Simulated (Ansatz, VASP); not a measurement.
## One calculation of Si, two programs

```
CELL_PARAMETERS angstrom
-1.51071 1.51071 2.29832
1.51071 -1.51071 2.29832
1.51071 1.51071 -2.29832
ATOMIC_POSITIONS crystal
Si 0.00000 0.00000 0.00000
```

Alike in both runs: task single point; functional PBE; k mesh 8 × 8 × 8; occupations gaussian, width 0.1 eV; no spin polarisation.

|  | VASP | Ansatz |
| --- | --- | --- |
| version | VASP 6.6.1 | Ansatz 0.2.0 |
| potentials or method | VASP PAW PBE potentials, release 64 (Si), cutoff 500 eV | scalar-relativistic, plane waves, PAW |
| valence electrons in the cell | 4 | 4 |

|  | VASP | Ansatz | Ansatz less VASP |
| --- | --- | --- | --- |
| gap on the k mesh at the Fermi level (eV) | none | none | - |
| pressure (GPa) | -13.9 | -13.9 | -0.01 |
| traceless stress, the component that is largest in VASP (GPa) | -1.00 | -1.00 | +0.001 |

A gap of «none» marks a metal or a gap that the smearing closes.

The k mesh is coarse, so the values compare programs but aren't converged.
